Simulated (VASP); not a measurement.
# Sb (Pm-3m) in VASP: settings compared

The runs below take Sb through electric field gradients, density of states, vibrations by perturbation theory, with PBE, PBEsol.

Everything below comes from runs of VASP 6.6.1. Logs are shortened: lines on timing, memory, paths and dates and some standing lists are left out, and cuts for length are marked.

## (1) The cell of the first run

It takes space group Pm-3m (No. 221, cubic). The conventional cell has a = 3.160 Å, b = 3.160 Å, c = 3.160 Å, α = 90.00°, β = 90.00°, γ = 90.00°. Within 4.2 Å of Sb (site symmetry m-3m) lie 6 Sb at 3.16 Å.

## (2) Electric field gradients, PBE

File INCAR:

```
  ALGO = Normal
  EDIFF = 1E-8
  ENCUT = 400
  GGA = PE
  GGA_COMPAT = F
  ISIF = 2
  ISMEAR = -1
  LASPH = T
  LCHARG = F
  LEFG = T
  LREAL = F
  LWAVE = F
  NBANDS = 8
  NELM = 120
  PREC = Accurate
  SIGMA = 0.05
```

File KPOINTS:

```
k-points
0
Gamma
  8 8 8
```

File POSCAR:

```
Sb
1.0
    3.1600000000      0.0000000000      0.0000000000
    0.0000000000      3.1600000000      0.0000000000
    0.0000000000      0.0000000000      3.1600000000
Sb
1
Direct
    0.0000000000      0.0000000000      0.0000000000
```

Potentials or basis: VASP PAW PBE potentials, release 64 (Sb).

On the command line:

```console
$ cat potpaw_PBE.64/Sb/POTCAR > POTCAR
$ mpirun -np 1 vasp_std > vasp.out
```

OUTCAR:

```text
EDIFF = 1E-8
   ENCUT = 400
   GGA = PE
   ISIF = 2
   ISMEAR = -1
   LASPH = T
   LREAL = F
   NELM = 120
   PREC = Accurate

 ion  position               nearest neighbor table
   1  0.000  0.000  0.000-

  LATTYP: Found a simple cubic cell.
 ALAT       =     3.1600000000

  Lattice vectors:

 A1 = (   3.1600000000,   0.0000000000,   0.0000000000)
 A2 = (   0.0000000000,   3.1600000000,   0.0000000000)
 A3 = (   0.0000000000,   0.0000000000,   3.1600000000)

Analysis of symmetry for initial positions (statically):
=====================================================================
 Subroutine PRICEL returns:
 Original cell was already a primitive cell.

 Routine SETGRP: Setting up the symmetry group for a
 simple cubic supercell.

 Subroutine GETGRP returns: Found 48 space group operations
 (whereof 48 operations were pure point group operations)
 out of a pool of 48 trial point group operations.

The static configuration has the point symmetry O_h .

Analysis of symmetry for dynamics (positions and initial velocities):
=====================================================================
 Subroutine PRICEL returns:
 Original cell was already a primitive cell.

 Routine SETGRP: Setting up the symmetry group for a
 simple cubic supercell.

 Subroutine GETGRP returns: Found 48 space group operations
 (whereof 48 operations were pure point group operations)
 out of a pool of 48 trial point group operations.

The dynamic configuration has the point symmetry O_h .

 Subroutine INISYM returns: Found 48 space group operations
 (whereof 48 operations are pure point group operations),
 and found     1 'primitive' translations

----------------------------------------------------------------------------------------

                                     Primitive cell

  volume of cell :      31.5545

  direct lattice vectors                    reciprocal lattice vectors
     3.160000000  0.000000000  0.000000000     0.316455696  0.000000000  0.000000000
     0.000000000  3.160000000  0.000000000     0.000000000  0.316455696  0.000000000
     0.000000000  0.000000000  3.160000000     0.000000000  0.000000000  0.316455696

  length of vectors
     3.160000000  3.160000000  3.160000000     0.316455696  0.316455696  0.316455696

  position of ions in fractional coordinates (direct lattice)
     0.000000000  0.000000000  0.000000000

  ion indices of the primitive-cell ions
   primitive index   ion index
                 1           1

----------------------------------------------------------------------------------------

 KPOINTS: k-points

Automatic generation of k-mesh.
 Grid dimensions read from file:
 generate k-points for:    8    8    8

 Generating k-lattice:

  Cartesian coordinates                     Fractional coordinates (reciprocal lattice)
     0.039556962  0.000000000  0.000000000     0.125000000  0.000000000  0.000000000
     0.000000000  0.039556962  0.000000000     0.000000000  0.125000000  0.000000000
     0.000000000  0.000000000  0.039556962     0.000000000  0.000000000  0.125000000

  Length of vectors
     0.039556962  0.039556962  0.039556962

  Shift w.r.t. Gamma in fractional coordinates (k-lattice)
     0.000000000  0.000000000  0.000000000

 Subroutine IBZKPT returns following result:
 ===========================================

 Found     35 irreducible k-points:

 Following reciprocal coordinates:
            Coordinates               Weight
  0.000000  0.000000  0.000000      1.000000
  0.125000  0.000000  0.000000      6.000000
  0.250000  0.000000  0.000000      6.000000
  0.375000  0.000000  0.000000      6.000000
  0.500000  0.000000  0.000000      3.000000
  0.125000  0.125000  0.000000     12.000000
[... 16 lines left out ...]
  0.375000  0.375000  0.125000     24.000000
  0.500000  0.375000  0.125000     24.000000
 [... further k-points ...]
   k-points           NKPTS =     35   k-points in BZ     NKDIM =     35   number of bands    NBANDS=      8
   number of dos      NEDOS =    301   number of ions     NIONS =      1
   total plane-waves  NPLWV =  13824
   dimension x,y,z NGX =    24 NGY =   24 NGZ =   24
   dimension x,y,z NGXF=    48 NGYF=   48 NGZF=   48
   ions per type =               1
   NGX,Y,Z   is equivalent  to a cutoff of  12.63, 12.63, 12.63 a.u.
   NGXF,Y,Z  is equivalent  to a cutoff of  25.25, 25.25, 25.25 a.u.
 SYSTEM =  unknown system
   PREC   = accura    normal or accurate (medium, high low for compatibility)
   ISTART =      0    job   : 0-new  1-cont  2-samecut
   ICHARG =      2    charge: 1-file 2-atom 10-const
   ISPIN  =      1    spin polarized calculation?
   LNONCOLLINEAR =      F non collinear calculations
   LSORBIT =      F    spin-orbit coupling
   LASPH  =      T    aspherical Exc in radial PAW
   ENCUT  =  400.0 eV  29.40 Ry    5.42 a.u.   5.15  5.15  5.15*2*pi/ulx,y,z
   NELM   =    120;   NELMIN=  2; NELMDL= -5     # of ELM steps
   EDIFF  = 0.1E-07   stopping-criterion for ELM
   LREAL  =      F    real-space projection
   EDIFFG = 0.1E-06   stopping-criterion for IOM
   NSW    =      0    number of steps for IOM
   IBRION =     -1    ionic relax: 0-MD 1-quasi-New 2-CG
   NFREE  =      0    steps in history (QN), initial steepest desc. (CG)
   ISIF   =      2    stress and relaxation
   ISYM   =      2    0-nonsym 1-usesym 2-fastsym
   POTIM  = 0.5000    time-step for ionic-motion
   TEBEG  =    0.0;   TEEND  =   0.0 temperature during run
   PSTRESS=    0.0 pullay stress
   NELECT =       5.0000    total number of electrons
   NUPDOWN=      -1.0000    fix difference up-down
   EMIN   =  10.00;   EMAX   =-10.00  energy-range for DOS
   EFERMI =   0.00;   METHOD = LEGACY
   ISMEAR =    -1;   SIGMA  =   0.05  broadening in eV -4-tet -1-fermi 0-gaus
   EFERMI_NEDOS =   21; number of points for ismear=-14 and -15
   IALGO  =     38    algorithm
   IMIX   =      4    mixing-type and parameters
     AMIX     =   0.40;   BMIX     =  1.00
     AMIX_MAG =   1.60;   BMIX_MAG =  1.00
  volume/ion in A,a.u.               =      31.55       212.94
  Fermi-wavevector in a.u.,A,eV,Ry     =   0.885886  1.674081 10.677766  0.784794
  Thomas-Fermi vector in A             =   2.006979
   LORBIT       =      0    0 simple, 1 ext, 2 COOP (PROOUT), +10 PAW based schemes
   GGA     = PE    functional components
   LHFCALC =     F    Hartree Fock is set to
   AEXX    =    0.0000 exact exchange contribution
   IVDW    =     0    specifies the selected vdW correction
   LEPSILON=     F    determine dielectric tensor
   LRPA    =     F    only Hartree local field effects (RPA)
 non-spin polarized calculation
  energy-cutoff  :      400.00
  volume of cell :       31.55
 maximum number of plane-waves:       587
 NGX is ok and might be reduce to    24
   NGX = 11   NGY = 11   NGZ = 11

 number of electron       5.0000001 magnetization

 Free energy of the ion-electron system (eV)
  ---------------------------------------------------
  ext. energy  EPLUGINS =         0.00000000
  ---------------------------------------------------
  free energy    TOTEN  =        -4.06919146 eV

  energy without entropy =       -4.06194934  energy(sigma->0) =       -4.06557040

 E-fermi :   6.3937     XC(G=0):  -9.3891

 val. band max:        6.3846401119   @ k =   0.3750   0.2500   0.1250
 cond. band min:       6.6205666278   @ k =   0.2500   0.2500   0.2500
 fundamental gap:      0.2359265159
 Fermi energy:         6.3936798662

 k-point     1 :       0.0000    0.0000    0.0000
  band No.  band energies     occupation
      1      -5.5254      2.00000
      2       9.5671      0.00000
      3       9.5671      0.00000
      4       9.5671      0.00000
      5      13.3115      0.00000
      6      13.3115      0.00000
      7      14.3653      0.00000
      8      23.7590      0.00000

 k-point     2 :       0.1250    0.0000    0.0000
  band No.  band energies     occupation
      1      -5.3133      2.00000
      2       7.4872      0.00000
      3       9.7713      0.00000
      4       9.7713      0.00000
      5      13.4856      0.00000
      6      14.1043      0.00000
      7      16.1473      0.00000
      8      22.1891      0.00000
[... 221 lines left out ...]
 k-point    23 :       0.3750    0.3750    0.1250
  band No.  band energies     occupation
      1      -1.9010      2.00000
      2       3.8796      2.00000
      3       4.1569      2.00000
      4      10.5220      0.00000
      5      10.8266      0.00000
      6      16.6463      0.00000
      7      16.9998      0.00000
      8      19.4914      0.00000

 k-point    24 :       0.5000    0.3750    0.1250
  band No.  band energies     occupation
      1      -1.3385      2.00000
      2       2.9474      2.00000
      3       4.4429      2.00000
      4       9.8678      0.00000
      5      11.0568      0.00000
      6      16.0533      0.00000
      7      17.3343      0.00000
      8      20.0491      0.00000

 [... further k-points ...]

------------------------ aborting loop because EDIFF is reached ----------------------------------------

  FORCE on cell =-STRESS in cart. coord.  units (eV):
  Direction    XX          YY          ZZ          XY          YZ          ZX
  --------------------------------------------------------------------------------------
  -------------------------------------------------------------------------------------
  Total       -0.4523470     -0.4523470     -0.4523470     -0.0000000     -0.0000000      0.0000000
  in kB      -22.9678895    -22.9678895    -22.9678895     -0.0000000     -0.0000000      0.0000000
  external PRESSURE =     -22.9678895 kB  Pullay stress =       0.0000000 kB

 VOLUME and BASIS-vectors are now :
 -----------------------------------------------------------------------------
  energy-cutoff  :      400.00
  volume of cell :       31.55
      direct lattice vectors                 reciprocal lattice vectors
     3.160000000  0.000000000  0.000000000     0.316455696  0.000000000  0.000000000
     0.000000000  3.160000000  0.000000000     0.000000000  0.316455696  0.000000000
     0.000000000  0.000000000  3.160000000     0.000000000  0.000000000  0.316455696

 POSITION                                       TOTAL-FORCE (eV/Angst)
 -----------------------------------------------------------------------------------
      0.00000      0.00000      0.00000         0.000000      0.000000      0.000000
 -----------------------------------------------------------------------------------
    total drift:                               -0.000000      0.000000      0.000000

  FREE ENERGIE OF THE ION-ELECTRON SYSTEM (eV)
  ---------------------------------------------------
  free  energy   TOTEN  =        -4.0691914583 eV

  energy  without entropy=       -4.0619493370  energy(sigma->0) =       -4.06557040

 Electric field gradients (V/A^2)
---------------------------------------------------------------------
 ion       V_xx      V_yy      V_zz      V_xy      V_xz      V_yz
---------------------------------------------------------------------
   1      -0.000    -0.000    -0.000    -0.000     0.000    -0.000
---------------------------------------------------------------------

 Electric field gradients after diagonalization (V/A^2)
 (convention: |V_zz| > |V_xx| > |V_yy|)
----------------------------------------------------------------------
 ion       V_xx      V_yy      V_zz     asymmetry (V_yy - V_xx)/ V_zz
----------------------------------------------------------------------
   1      -0.000    -0.000    -0.000      -0.013
----------------------------------------------------------------------

           NMR quadrupolar parameters

 Cq : quadrupolar parameter    Cq=e*Q*V_zz/h
 eta: asymmetry parameters     (V_yy - V_xx)/ V_zz
 Q  : nuclear electric quadrupole moment in mb (millibarn)
----------------------------------------------------------------------
 ion       Cq(MHz)       eta       Q (mb)
----------------------------------------------------------------------
   1      -0.000      -0.013       1.000
----------------------------------------------------------------------
```

It took 11 s on 1 thread of Intel Xeon 8259CL, shared host; peak memory 0.13 GiB.

What came out:

- Free energy: -4.0692 eV
- Pressure: -2.3 GPa

Levels at points of the mesh, in eV from the Fermi level:
```csv
k point,band 1,band 2,band 3,band 4,band 5,band 6,band 7,band 8
"(0.00, 0.00, 0.00)",-11.92,3.17,3.17,3.17,6.92,6.92,7.97,17.37
"(0.50, 0.00, 0.00)",-9.70,-5.15,5.00,5.00,8.90,10.50,11.15,11.32
"(0.50, 0.50, 0.00)",-7.37,-3.24,-3.24,2.44,6.83,12.44,13.14,13.14
"(0.50, 0.50, 0.50)",-4.80,-1.46,-1.46,-1.46,4.96,4.96,4.96,7.13
```

Caveat: without QUAD_EFG the Cq values of the log hold for a quadrupole moment of 1 mb, not for the nuclei; spin-orbit coupling is left out, which moves the levels of the heavy elements.

## (3) Density of states, PBE

POSCAR is that of step 2.

File INCAR.step1:

```
PREC = Accurate
ENCUT = 400
EDIFF = 1E-6
ISMEAR = -1
SIGMA = 0.05
LREAL = F
LASPH = T
NELM = 120
ALGO = Normal
ISIF = 2
LWAVE = F
LCHARG = T
GGA = PE
NBANDS = 8
GGA_COMPAT = F
NEDOS = 2001
LORBIT = 11
```

File KPOINTS.step1:

```
Automatic mesh
0
Gamma
  8 8 8
```

File INCAR.step2:

```
PREC = Accurate
ENCUT = 400
EDIFF = 1E-6
ISMEAR = -5
SIGMA = 0.05
LREAL = F
LASPH = T
NELM = 120
ALGO = Normal
ISIF = 2
LWAVE = F
LCHARG = F
GGA = PE
LORBIT = 11
NEDOS = 2001
ICHARG = 11
GGA_COMPAT = F
```

File KPOINTS.step2:

```
Automatic mesh
0
Gamma
  12 12 12
```

Potentials or basis: VASP PAW PBE potentials, release 64 (Sb).

On the command line:

```console
$ cat potpaw_PBE.64/Sb/POTCAR > POTCAR
$ cp INCAR.step1 INCAR
$ cp KPOINTS.step1 KPOINTS
$ mpirun -np 1 vasp_std > vasp.out
$ cp INCAR.step2 INCAR
$ cp KPOINTS.step2 KPOINTS
$ mpirun -np 1 vasp_std > vasp.out
```

It took 17 s on 1 thread of Intel Xeon 8259CL, shared host; peak memory 0.13 GiB.

It converged, with:

```
Valence electrons inside the program's atomic spheres : Sb 2.34
```

Levels at points of the mesh, in eV from the Fermi level:
| k point | band 1 | band 2 | band 3 | band 4 | band 5 | band 6 |
| --- | --- | --- | --- | --- | --- | --- |
| (0.00, 0.00, 0.00) | -11.98 | 3.12 | 3.12 | 3.12 | 6.86 | 6.86 |
| (0.50, 0.00, 0.00) | -9.76 | -5.21 | 4.94 | 4.94 | 8.84 | 10.44 |
| (0.50, 0.50, 0.00) | -7.42 | -3.30 | -3.30 | 2.38 | 6.77 | 12.38 |
| (0.50, 0.50, 0.50) | -4.86 | -1.52 | -1.52 | -1.52 | 4.91 | 4.91 |

Caveat: spin-orbit coupling is left out, which moves the levels of the heavy elements; tetrahedron occupations give inexact forces and stress in metals.

[end of part 1 of 2]
